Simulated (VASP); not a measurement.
# C (R-3m) in VASP: a series of runs

The runs below take C through single point, relaxation of cell and atoms, with PBEsol.

Program: VASP 6.6.1. These are calculated values, not measurements. Logs are shortened: lines on timing, memory, paths and dates and some standing lists are left out, and cuts for length are marked.

### Step 1. The cell of the first run

The structure is trigonal, space group R-3m (No. 166). Conventional cell: a = 2.462 Å, b = 2.462 Å, c = 10.823 Å, α = 90.00°, β = 90.00°, γ = 120.00°. Within 1.9 Å of C (site symmetry 3m) lie 3 C at 1.42 Å.

### Step 2. Single point, PBEsol

INCAR

```
SYSTEM = C
  PREC = Accurate
  ENCUT = 600
  EDIFF = 1E-6
  ISMEAR = 0
  SIGMA = 0.1
  LREAL = .False.
  LASPH = .True.
  NELM = 120
  ALGO = Normal
  ISIF = 2
  LWAVE = .False.
  LCHARG = .False.
  GGA = PS
  NBANDS = 11
  GGA_COMPAT = .False.
```

KPOINTS

```
regular mesh
0
Gamma
  8 8 8
  0 0 0
```

POSCAR

```
C
1.0
    1.2310216874      0.7107307044      3.6075134974
   -1.2310216874      0.7107307044      3.6075134974
    0.0000000000     -1.4214614034      3.6075134985
C
2
Direct
    0.8333463808      0.8333463808      0.8333463808
    0.1666536192      0.1666536192      0.1666536192
```

Potentials or basis: VASP PAW PBE potentials, release 64 (C).

Command:

```console
$ cat potpaw_PBE.64/C/POTCAR > POTCAR
$ mpirun -np 1 vasp_std > vasp.out
```

OUTCAR:

```text
SYSTEM = C
   PREC = Accurate
   ENCUT = 600
   EDIFF = 1E-6
   ISMEAR = 0
   LREAL = .False.
   LASPH = .True.
   NELM = 120
   ISIF = 2
   GGA = PS

 ion  position               nearest neighbor table
   1  0.833  0.833  0.833-   2 1.42   2 1.42   2 1.42
   2  0.167  0.167  0.167-   1 1.42   1 1.42   1 1.42

  LATTYP: Found a trigonal (rhomboedric) cell.
 ALAT       =     3.8774613039
 COS(alpha) =     0.7984111723

  Lattice vectors:

 A1 = (   1.2310216874,   0.7107307044,   3.6075134974)
 A2 = (  -1.2310216874,   0.7107307044,   3.6075134974)
 A3 = (   0.0000000000,  -1.4214614034,   3.6075134985)

Analysis of symmetry for initial positions (statically):
=====================================================================
 Subroutine PRICEL returns:
 Original cell was already a primitive cell.

 Routine SETGRP: Setting up the symmetry group for a
 trigonal (rhombohedral) supercell.

 Subroutine GETGRP returns: Found 12 space group operations
 (whereof 12 operations were pure point group operations)
 out of a pool of 12 trial point group operations.

The static configuration has the point symmetry D_3d.

Analysis of symmetry for dynamics (positions and initial velocities):
=====================================================================
 Subroutine PRICEL returns:
 Original cell was already a primitive cell.

 Routine SETGRP: Setting up the symmetry group for a
 trigonal (rhombohedral) supercell.

 Subroutine GETGRP returns: Found 12 space group operations
 (whereof 12 operations were pure point group operations)
 out of a pool of 12 trial point group operations.

The dynamic configuration has the point symmetry D_3d.

 Subroutine INISYM returns: Found 12 space group operations
 (whereof 12 operations are pure point group operations),
 and found     1 'primitive' translations

----------------------------------------------------------------------------------------

                                     Primitive cell

  volume of cell :      18.9378

  direct lattice vectors                    reciprocal lattice vectors
     1.231021687  0.710730704  3.607513497     0.406166687  0.234500446  0.092399747
    -1.231021687  0.710730704  3.607513497    -0.406166687  0.234500446  0.092399747
     0.000000000 -1.421461403  3.607513498     0.000000000 -0.469000892  0.092399747

  length of vectors
     3.877461304  3.877461304  3.877461304     0.478016265  0.478016265  0.478016265

  position of ions in fractional coordinates (direct lattice)
     0.833346381  0.833346381  0.833346381
     0.166653619  0.166653619  0.166653619

  ion indices of the primitive-cell ions
   primitive index   ion index
                 1           1
                 2           2

----------------------------------------------------------------------------------------

 KPOINTS: regular mesh

Automatic generation of k-mesh.
 Grid dimensions read from file:
 generate k-points for:    8    8    8

 Generating k-lattice:

  Cartesian coordinates                     Fractional coordinates (reciprocal lattice)
     0.050770836  0.029312556  0.011549968     0.125000000  0.000000000  0.000000000
    -0.050770836  0.029312556  0.011549968     0.000000000  0.125000000  0.000000000
     0.000000000 -0.058625111  0.011549968    -0.000000000 -0.000000000  0.125000000

  Length of vectors
     0.059752033  0.059752033  0.059752033

  Shift w.r.t. Gamma in fractional coordinates (k-lattice)
     0.000000000  0.000000000  0.000000000

 Subroutine IBZKPT returns following result:
 ===========================================

 Found     65 irreducible k-points:

 Following reciprocal coordinates:
            Coordinates               Weight
  0.000000  0.000000  0.000000      1.000000
  0.125000  0.000000  0.000000      6.000000
  0.250000  0.000000  0.000000      6.000000
  0.375000  0.000000  0.000000      6.000000
  0.500000  0.000000  0.000000      3.000000
  0.125000  0.125000  0.000000      6.000000
[... 16 lines left out ...]
  0.250000  0.125000  0.125000      6.000000
  0.375000  0.125000  0.125000      6.000000
 [... further k-points ...]
   k-points           NKPTS =     65   k-points in BZ     NKDIM =     65   number of bands    NBANDS=     11
   number of dos      NEDOS =    301   number of ions     NIONS =      2
   total plane-waves  NPLWV =  32768
   dimension x,y,z NGX =    32 NGY =   32 NGZ =   32
   dimension x,y,z NGXF=    64 NGYF=   64 NGZF=   64
   ions per type =               2
   NGX,Y,Z   is equivalent  to a cutoff of  13.72, 13.72, 13.72 a.u.
   NGXF,Y,Z  is equivalent  to a cutoff of  27.44, 27.44, 27.44 a.u.
 SYSTEM =  C
   PREC   = accura    normal or accurate (medium, high low for compatibility)
   ISTART =      0    job   : 0-new  1-cont  2-samecut
   ICHARG =      2    charge: 1-file 2-atom 10-const
   ISPIN  =      1    spin polarized calculation?
   LNONCOLLINEAR =      F non collinear calculations
   LSORBIT =      F    spin-orbit coupling
   LASPH  =      T    aspherical Exc in radial PAW
   ENCUT  =  600.0 eV  44.10 Ry    6.64 a.u.   7.74  7.74  7.74*2*pi/ulx,y,z
   NELM   =    120;   NELMIN=  2; NELMDL= -5     # of ELM steps
   EDIFF  = 0.1E-05   stopping-criterion for ELM
   LREAL  =      F    real-space projection
   EDIFFG = 0.1E-04   stopping-criterion for IOM
   NSW    =      0    number of steps for IOM
   IBRION =     -1    ionic relax: 0-MD 1-quasi-New 2-CG
   NFREE  =      0    steps in history (QN), initial steepest desc. (CG)
   ISIF   =      2    stress and relaxation
   ISYM   =      2    0-nonsym 1-usesym 2-fastsym
   POTIM  = 0.5000    time-step for ionic-motion
   TEBEG  =    0.0;   TEEND  =   0.0 temperature during run
   PSTRESS=    0.0 pullay stress
   NELECT =       8.0000    total number of electrons
   NUPDOWN=      -1.0000    fix difference up-down
   EMIN   =  10.00;   EMAX   =-10.00  energy-range for DOS
   EFERMI =   0.00;   METHOD = LEGACY
   ISMEAR =     0;   SIGMA  =   0.10  broadening in eV -4-tet -1-fermi 0-gaus
   EFERMI_NEDOS =   21; number of points for ismear=-14 and -15
   IALGO  =     38    algorithm
   IMIX   =      4    mixing-type and parameters
     AMIX     =   0.40;   BMIX     =  1.00
     AMIX_MAG =   1.60;   BMIX_MAG =  1.00
  volume/ion in A,a.u.               =       9.47        63.90
  Fermi-wavevector in a.u.,A,eV,Ry     =   1.228367  2.321277 20.529635  1.508886
  Thomas-Fermi vector in A             =   2.363295
   LORBIT       =      0    0 simple, 1 ext, 2 COOP (PROOUT), +10 PAW based schemes
   GGA     = PS    functional components
   LHFCALC =     F    Hartree Fock is set to
   AEXX    =    0.0000 exact exchange contribution
   IVDW    =     0    specifies the selected vdW correction
   LEPSILON=     F    determine dielectric tensor
   LRPA    =     F    only Hartree local field effects (RPA)
 non-spin polarized calculation
 Gauss-broadening in eV      SIGMA  =   0.10
  energy-cutoff  :      600.00
  volume of cell :       18.94
 maximum number of plane-waves:       644
   NGX = 15   NGY = 15   NGZ = 15

 number of electron       8.0000000 magnetization

 Free energy of the ion-electron system (eV)
  ---------------------------------------------------
  ext. energy  EPLUGINS =         0.00000000
  ---------------------------------------------------
  free energy    TOTEN  =       -19.29490184 eV

  energy without entropy =      -19.29490184  energy(sigma->0) =      -19.29490184

 E-fermi :   3.6743     XC(G=0): -10.0412

 val. band max:        3.2157095245   @ k =  -0.1250   0.5000   0.1250
 cond. band min:       4.9229723398   @ k =  -0.1250   0.5000   0.1250
 fundamental gap:      1.7072628153
 Fermi energy:         3.6743237575

 k-point     1 :       0.0000    0.0000    0.0000
  band No.  band energies     occupation
      1     -15.5813      2.00000
      2      -2.9430      2.00000
      3       1.0270      2.00000
      4       1.0270      2.00000
      5       7.5635      0.00000
      6      12.3554      0.00000
      7      12.3554      0.00000
      8      15.4717      0.00000
      9      16.7953      0.00000
     10      26.4054      0.00000
     11      26.8977      0.00000

 k-point     2 :       0.1250    0.0000    0.0000
  band No.  band energies     occupation
      1     -15.2064      2.00000
      2      -2.5403      2.00000
      3      -0.3571      2.00000
      4       0.3176      2.00000
      5       8.0952      0.00000
      6      12.4473      0.00000
      7      13.8671      0.00000
      8      14.2248      0.00000
      9      17.4815      0.00000
     10      25.7460      0.00000
     11      27.5312      0.00000

 k-point     3 :       0.2500    0.0000    0.0000
  band No.  band energies     occupation
      1     -14.0923      2.00000
      2      -3.3761      2.00000
      3      -1.3567      2.00000
      4      -0.9995      2.00000
      5       9.6631      0.00000
      6      11.2778      0.00000
      7      12.1723      0.00000
      8      17.4731      0.00000
      9      19.2741      0.00000
     10      22.9403      0.00000
     11      26.5014      0.00000

 k-point     4 :       0.3750    0.0000    0.0000
  band No.  band energies     occupation
      1     -12.2783      2.00000
      2      -6.6782      2.00000
      3      -2.0111      2.00000
      4       0.4666      2.00000
      5       7.9047      0.00000
      6      11.6567      0.00000
      7      12.3346      0.00000
      8      18.8212      0.00000
      9      21.6875      0.00000
     10      22.0358      0.00000
     11      24.9053      0.00000
[... 239 lines left out ...]
 k-point    22 :       0.1250    0.1250    0.1250
  band No.  band energies     occupation
      1     -15.5570      2.00000
      2      -3.1763      2.00000
      3       1.0257      2.00000
      4       1.0257      2.00000
      5       8.1538      0.00000
      6      12.3514      0.00000
      7      12.3514      0.00000
      8      15.4876      0.00000
      9      16.7791      0.00000
     10      25.8559      0.00000
     11      26.3639      0.00000

 k-point    23 :       0.2500    0.1250    0.1250
  band No.  band energies     occupation
      1     -15.1685      2.00000
      2      -2.8956      2.00000
      3      -0.3662      2.00000
      4       0.3193      2.00000
      5       9.0332      0.00000
      6      12.4495      0.00000
      7      13.8597      0.00000
      8      14.2800      0.00000
      9      17.4327      0.00000
     10      24.8607      0.00000
     11      27.4140      0.00000

 k-point    24 :       0.3750    0.1250    0.1250
  band No.  band energies     occupation
      1     -14.0461      2.00000
      2      -3.3945      2.00000
      3      -1.7764      2.00000
      4      -0.9984      2.00000
      5      10.7762      0.00000
      6      11.5085      0.00000
      7      12.1906      0.00000
      8      17.4659      0.00000
      9      19.0575      0.00000
     10      23.1380      0.00000
     11      26.4150      0.00000

 [... further k-points ...]

------------------------ aborting loop because EDIFF is reached ----------------------------------------

  FORCE on cell =-STRESS in cart. coord.  units (eV):
  Direction    XX          YY          ZZ          XY          YZ          ZX
  --------------------------------------------------------------------------------------
  -------------------------------------------------------------------------------------
  Total       -0.1154747     -0.1154747     -0.0343869      0.0000000      0.0000000      0.0000000
  in kB       -9.7693900     -9.7693900     -2.9091998      0.0000000      0.0000000      0.0000000
  external PRESSURE =      -7.4826599 kB  Pullay stress =       0.0000000 kB

 VOLUME and BASIS-vectors are now :
 -----------------------------------------------------------------------------
  energy-cutoff  :      600.00
  volume of cell :       18.94
      direct lattice vectors                 reciprocal lattice vectors
     1.231021687  0.710730704  3.607513497     0.406166687  0.234500446  0.092399747
    -1.231021687  0.710730704  3.607513497    -0.406166687  0.234500446  0.092399747
     0.000000000 -1.421461403  3.607513498     0.000000000 -0.469000892  0.092399747

 POSITION                                       TOTAL-FORCE (eV/Angst)
 -----------------------------------------------------------------------------------
      0.00000      0.00000      9.01892         0.000000      0.000000      0.000217
      0.00000      0.00000      1.80362         0.000000     -0.000000     -0.000217
 -----------------------------------------------------------------------------------
    total drift:                                0.000000      0.000000     -0.000000

  FREE ENERGIE OF THE ION-ELECTRON SYSTEM (eV)
  ---------------------------------------------------
  free  energy   TOTEN  =       -19.2949018353 eV

  energy  without entropy=      -19.2949018353  energy(sigma->0) =      -19.29490184
```

Run time: 29 s. Hardware: 1 thread of Intel Xeon 8259CL, shared host; peak memory 0.16 GiB.

What came out:

```
Free energy : -19.2949 eV
Pressure    : -0.7 GPa
```

Stress tensor (GPa, compression positive):
```
-0.98  0.00  0.00
 0.00 -0.98  0.00
 0.00  0.00 -0.29
```

Caveat: this functional lacks dispersion, which binds the layers, so the pressure and a relaxed spacing across them are unreliable; the PAW data sets were made with another functional, which shifts forces and pressure a little.

(Part 1 of 2 ends here.)
